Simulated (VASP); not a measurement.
# RbBr (Fm-3m) in VASP: single point with PBE

Aim: the single point of RbBr with PBE.

Everything below comes from runs of VASP 6.6.1. Logs are shortened: lines on timing, memory, paths and dates and some standing lists are left out, and cuts for length are marked.

## 1. The cell of the first run

Symmetry: Fm-3m, No. 225, cubic system. The conventional cell has a = 6.922 Å, b = 6.922 Å, c = 6.922 Å, α = 90.00°, β = 90.00°, γ = 90.00°. Within 4.5 Å of Rb (site symmetry m-3m) lie 6 Br at 3.46 Å. Within 4.5 Å of Br (site symmetry m-3m) lie 6 Rb at 3.46 Å.

## 2. Single point, PBE

INCAR reads:

```
PREC = Accurate ; ENCUT = 520
EDIFF = 1E-7 ; ISMEAR = 0
SIGMA = 0.01 ; LREAL = F
LASPH = T ; NELM = 80
ALGO = Normal ; ISIF = 2
LWAVE = F ; LCHARG = T
GGA = PE ; LELF = T
LVHAR = T ; NBANDS = 15
```

KPOINTS reads:

```
Automatic mesh
0
Gamma
  4 4 4
```

POSCAR reads:

```
RbBr
1.0
    0.0000000000      3.4608320474      3.4608320474
    3.4608320474      0.0000000000      3.4608320474
    3.4608320474      3.4608320474      0.0000000000
Rb Br
1 1
Direct
    0.0000000000      0.0000000000      0.0000000000
    0.5000000000      0.5000000000      0.5000000000
```

Potentials or basis: VASP PAW PBE potentials, release 64 (Rb_sv, Br).

On the command line:

```console
> cat potpaw_PBE.64/Rb_sv/POTCAR potpaw_PBE.64/Br/POTCAR > POTCAR
> mpirun -np 1 vasp_std > vasp.out
```

OUTCAR:

```text
PREC = Accurate
   ENCUT = 520
   EDIFF = 1E-7
   ISMEAR = 0
   LREAL = F
   LASPH = T
   NELM = 80
   ISIF = 2
   GGA = PE

 ion  position               nearest neighbor table
   1  0.000  0.000  0.000-   2 3.46   2 3.46   2 3.46   2 3.46   2 3.46   2 3.46
   2  0.500  0.500  0.500-   1 3.46   1 3.46   1 3.46   1 3.46   1 3.46   1 3.46

  LATTYP: Found a face centered cubic cell.
 ALAT       =     6.9216640948

  Lattice vectors:

 A1 = (   0.0000000000,   3.4608320474,   3.4608320474)
 A2 = (   3.4608320474,   0.0000000000,   3.4608320474)
 A3 = (   3.4608320474,   3.4608320474,   0.0000000000)

Analysis of symmetry for initial positions (statically):
=====================================================================
 Subroutine PRICEL returns:
 Original cell was already a primitive cell.

 Routine SETGRP: Setting up the symmetry group for a
 face centered cubic supercell.

 Subroutine GETGRP returns: Found 48 space group operations
 (whereof 48 operations were pure point group operations)
 out of a pool of 48 trial point group operations.

The static configuration has the point symmetry O_h .

Analysis of symmetry for dynamics (positions and initial velocities):
=====================================================================
 Subroutine PRICEL returns:
 Original cell was already a primitive cell.

 Routine SETGRP: Setting up the symmetry group for a
 face centered cubic supercell.

 Subroutine GETGRP returns: Found 48 space group operations
 (whereof 48 operations were pure point group operations)
 out of a pool of 48 trial point group operations.

The dynamic configuration has the point symmetry O_h .

 Subroutine INISYM returns: Found 48 space group operations
 (whereof 48 operations are pure point group operations),
 and found     1 'primitive' translations

----------------------------------------------------------------------------------------

                                     Primitive cell

  volume of cell :      82.9033

  direct lattice vectors                    reciprocal lattice vectors
     0.000000000  3.460832047  3.460832047    -0.144473928  0.144473928  0.144473928
     3.460832047  0.000000000  3.460832047     0.144473928 -0.144473928  0.144473928
     3.460832047  3.460832047  0.000000000     0.144473928  0.144473928 -0.144473928

  length of vectors
     4.894355619  4.894355619  4.894355619     0.250236184  0.250236184  0.250236184

  position of ions in fractional coordinates (direct lattice)
     0.000000000  0.000000000  0.000000000
     0.500000000  0.500000000  0.500000000

  ion indices of the primitive-cell ions
   primitive index   ion index
                 1           1
                 2           2

----------------------------------------------------------------------------------------

 KPOINTS: Automatic mesh

Automatic generation of k-mesh.
 Grid dimensions read from file:
 generate k-points for:    4    4    4

 Generating k-lattice:

  Cartesian coordinates                     Fractional coordinates (reciprocal lattice)
    -0.036118482  0.036118482  0.036118482     0.250000000  0.000000000  0.000000000
     0.036118482 -0.036118482  0.036118482     0.000000000  0.250000000  0.000000000
     0.036118482  0.036118482 -0.036118482     0.000000000  0.000000000  0.250000000

  Length of vectors
     0.062559046  0.062559046  0.062559046

  Shift w.r.t. Gamma in fractional coordinates (k-lattice)
     0.000000000  0.000000000  0.000000000

 Subroutine IBZKPT returns following result:
 ===========================================

 Found      8 irreducible k-points:

 Following reciprocal coordinates:
            Coordinates               Weight
  0.000000  0.000000  0.000000      1.000000
  0.250000  0.000000  0.000000      8.000000
  0.500000  0.000000  0.000000      4.000000
  0.250000  0.250000  0.000000      6.000000
  0.500000  0.250000  0.000000     24.000000
 -0.250000  0.250000  0.000000     12.000000
  0.500000  0.500000  0.000000      3.000000
 -0.250000  0.500000  0.250000      6.000000
   k-points           NKPTS =      8   k-points in BZ     NKDIM =      8   number of bands    NBANDS=     15
   number of dos      NEDOS =    301   number of ions     NIONS =      2
   total plane-waves  NPLWV =  46656
   dimension x,y,z NGX =    36 NGY =   36 NGZ =   36
   dimension x,y,z NGXF=    72 NGYF=   72 NGZF=   72
   ions per type =               1   1
   NGX,Y,Z   is equivalent  to a cutoff of  12.23, 12.23, 12.23 a.u.
   NGXF,Y,Z  is equivalent  to a cutoff of  24.46, 24.46, 24.46 a.u.
 SYSTEM =  unknown system
   PREC   = accura    normal or accurate (medium, high low for compatibility)
   ISTART =      0    job   : 0-new  1-cont  2-samecut
   ICHARG =      2    charge: 1-file 2-atom 10-const
   ISPIN  =      1    spin polarized calculation?
   LNONCOLLINEAR =      F non collinear calculations
   LSORBIT =      F    spin-orbit coupling
   LASPH  =      T    aspherical Exc in radial PAW
   ENCUT  =  520.0 eV  38.22 Ry    6.18 a.u.   9.10  9.10  9.10*2*pi/ulx,y,z
   NELM   =     80;   NELMIN=  2; NELMDL= -5     # of ELM steps
   EDIFF  = 0.1E-06   stopping-criterion for ELM
   LREAL  =      F    real-space projection
   EDIFFG = 0.1E-05   stopping-criterion for IOM
   NSW    =      0    number of steps for IOM
   IBRION =     -1    ionic relax: 0-MD 1-quasi-New 2-CG
   NFREE  =      0    steps in history (QN), initial steepest desc. (CG)
   ISIF   =      2    stress and relaxation
   ISYM   =      2    0-nonsym 1-usesym 2-fastsym
   POTIM  = 0.5000    time-step for ionic-motion
   TEBEG  =    0.0;   TEEND  =   0.0 temperature during run
   PSTRESS=    0.0 pullay stress
   NELECT =      16.0000    total number of electrons
   NUPDOWN=      -1.0000    fix difference up-down
   EMIN   =  10.00;   EMAX   =-10.00  energy-range for DOS
   EFERMI =   0.00;   METHOD = LEGACY
   ISMEAR =     0;   SIGMA  =   0.01  broadening in eV -4-tet -1-fermi 0-gaus
   EFERMI_NEDOS =   21; number of points for ismear=-14 and -15
   IALGO  =     38    algorithm
   IMIX   =      4    mixing-type and parameters
     AMIX     =   0.40;   BMIX     =  1.00
     AMIX_MAG =   1.60;   BMIX_MAG =  1.00
  volume/ion in A,a.u.               =      41.45       279.73
  Fermi-wavevector in a.u.,A,eV,Ry     =   0.946072  1.787817 12.177931  0.895053
  Thomas-Fermi vector in A             =   2.074035
   LORBIT       =      0    0 simple, 1 ext, 2 COOP (PROOUT), +10 PAW based schemes
   GGA     = PE    functional components
   LHFCALC =     F    Hartree Fock is set to
   AEXX    =    0.0000 exact exchange contribution
   IVDW    =     0    specifies the selected vdW correction
   LEPSILON=     F    determine dielectric tensor
   LRPA    =     F    only Hartree local field effects (RPA)
 non-spin polarized calculation
 Gauss-broadening in eV      SIGMA  =   0.01
  energy-cutoff  :      520.00
  volume of cell :       82.90
 maximum number of plane-waves:      2252
   NGX = 19   NGY = 19   NGZ = 19

 number of electron      15.9999997 magnetization

 Free energy of the ion-electron system (eV)
  ---------------------------------------------------
  ext. energy  EPLUGINS =         0.00000000
  ---------------------------------------------------
  free energy    TOTEN  =        -6.10908719 eV

  energy without entropy =       -6.10908719  energy(sigma->0) =       -6.10908719

 E-fermi :  -1.7622     XC(G=0):  -7.1174

 val. band max:       -1.8612329928   @ k =   0.0000   0.0000   0.0000
 cond. band min:       2.4273189155   @ k =   0.0000   0.0000   0.0000
 fundamental gap:      4.2885519083
 Fermi energy:        -1.7621649824

 k-point     1 :       0.0000    0.0000    0.0000
  band No.  band energies     occupation
      1     -26.3383      2.00000
      2     -14.0135      2.00000
      3     -10.4126      2.00000
      4     -10.4126      2.00000
      5     -10.4126      2.00000
      6      -1.8612      2.00000
      7      -1.8612      2.00000
      8      -1.8612      2.00000
      9       2.4273      0.00000
     10       5.4088      0.00000
     11       5.4088      0.00000
     12       5.4088      0.00000
     13       6.2767      0.00000
     14       6.2767      0.00000
     15       9.0619      0.00000

 k-point     2 :       0.2500    0.0000    0.0000
  band No.  band energies     occupation
      1     -26.3343      2.00000
      2     -14.0316      2.00000
      3     -10.4163      2.00000
      4     -10.4163      2.00000
      5     -10.3927      2.00000
      6      -2.3935      2.00000
      7      -2.0330      2.00000
      8      -2.0330      2.00000
      9       3.6633      0.00000
     10       5.2616      0.00000
     11       6.1103      0.00000
     12       6.1103      0.00000
     13       7.1068      0.00000
     14       7.1068      0.00000
     15      10.3653      0.00000

 k-point     3 :       0.5000    0.0000    0.0000
  band No.  band energies     occupation
      1     -26.3303      2.00000
      2     -14.0494      2.00000
      3     -10.4200      2.00000
      4     -10.4200      2.00000
      5     -10.3729      2.00000
      6      -2.8012      2.00000
      7      -2.1913      2.00000
      8      -2.1913      2.00000
      9       4.8764      0.00000
     10       5.7517      0.00000
     11       7.5370      0.00000
     12       7.5370      0.00000
     13       8.2077      0.00000
     14       8.2077      0.00000
     15       8.8287      0.00000

 k-point     4 :       0.2500    0.2500    0.0000
  band No.  band energies     occupation
      1     -26.3330      2.00000
      2     -14.0136      2.00000
      3     -10.4445      2.00000
      4     -10.4445      2.00000
      5     -10.4127      2.00000
      6      -2.4345      2.00000
      7      -1.9577      2.00000
      8      -1.9577      2.00000
      9       3.7578      0.00000
     10       4.3965      0.00000
     11       6.7138      0.00000
     12       6.8364      0.00000
     13       6.8364      0.00000
     14       7.6197      0.00000
     15       9.9190      0.00000

 k-point     5 :       0.5000    0.2500    0.0000
  band No.  band energies     occupation
      1     -26.3291      2.00000
      2     -14.0071      2.00000
      3     -10.4920      2.00000
      4     -10.4486      2.00000
      5     -10.4311      2.00000
      6      -2.4963      2.00000
      7      -2.1958      2.00000
      8      -2.1055      2.00000
      9       4.5826      0.00000
     10       5.3477      0.00000
     11       7.0126      0.00000
     12       7.3487      0.00000
     13       7.7219      0.00000
     14       8.1552      0.00000
     15       8.8676      0.00000

 k-point     6 :      -0.2500    0.2500    0.0000
  band No.  band energies     occupation
      1     -26.3304      2.00000
      2     -14.0253      2.00000
      3     -10.4849      2.00000
      4     -10.4205      2.00000
      5     -10.3889      2.00000
      6      -2.5977      2.00000
      7      -2.1765      2.00000
      8      -2.1032      2.00000
      9       4.7764      0.00000
     10       5.2742      0.00000
     11       6.7293      0.00000
     12       6.8127      0.00000
     13       7.4650      0.00000
     14       8.6687      0.00000
     15       8.9279      0.00000

 k-point     7 :       0.5000    0.5000    0.0000
  band No.  band energies     occupation
      1     -26.3280      2.00000
      2     -13.9635      2.00000
      3     -10.5746      2.00000
      4     -10.4768      2.00000
      5     -10.4768      2.00000
      6      -2.3272      2.00000
      7      -2.0186      2.00000
      8      -2.0186      2.00000
      9       3.7770      0.00000
     10       5.1567      0.00000
     11       7.1918      0.00000
     12       7.2845      0.00000
     13       7.4571      0.00000
     14       8.8535      0.00000
     15       8.8535      0.00000

 k-point     8 :      -0.2500    0.5000    0.2500
  band No.  band energies     occupation
      1     -26.3279      2.00000
      2     -13.9880      2.00000
      3     -10.5256      2.00000
      4     -10.5256      2.00000
      5     -10.3975      2.00000
      6      -2.3256      2.00000
      7      -2.2022      2.00000
      8      -2.2022      2.00000
      9       5.1901      0.00000
     10       5.1901      0.00000
     11       6.2796      0.00000
     12       6.6337      0.00000
     13       8.8930      0.00000
     14       8.9144      0.00000
     15       8.9924      0.00000

------------------------ aborting loop because EDIFF is reached ----------------------------------------

  FORCE on cell =-STRESS in cart. coord.  units (eV):
  Direction    XX          YY          ZZ          XY          YZ          ZX
  --------------------------------------------------------------------------------------
  -------------------------------------------------------------------------------------
  Total        0.2953061      0.2953061      0.2953061      0.0000000      0.0000000      0.0000000
  in kB        5.7070477      5.7070477      5.7070477      0.0000000      0.0000000      0.0000000
  external PRESSURE =       5.7070477 kB  Pullay stress =       0.0000000 kB

 VOLUME and BASIS-vectors are now :
 -----------------------------------------------------------------------------
  energy-cutoff  :      520.00
  volume of cell :       82.90
      direct lattice vectors                 reciprocal lattice vectors
     0.000000000  3.460832047  3.460832047    -0.144473928  0.144473928  0.144473928
     3.460832047  0.000000000  3.460832047     0.144473928 -0.144473928  0.144473928
     3.460832047  3.460832047  0.000000000     0.144473928  0.144473928 -0.144473928

 POSITION                                       TOTAL-FORCE (eV/Angst)
 -----------------------------------------------------------------------------------
      0.00000      0.00000      0.00000         0.000000     -0.000000     -0.000000
      3.46083      3.46083      3.46083        -0.000000      0.000000      0.000000
 -----------------------------------------------------------------------------------
    total drift:                                0.000000      0.000000      0.000000

  FREE ENERGIE OF THE ION-ELECTRON SYSTEM (eV)
  ---------------------------------------------------
  free  energy   TOTEN  =        -6.1090871867 eV

  energy  without entropy=       -6.1090871867  energy(sigma->0) =       -6.10908719
```

Run time: 9.3 s. Hardware: 1 thread of AMD EPYC 9R45 (Zen 5), shared host; peak memory 0.17 GiB.

Results:

| Quantity | Value |
| --- | --- |
| Free energy | -6.1091 eV |
| Pressure | 0.6 GPa |
| Band gap on the k mesh | 4.29 eV, direct |
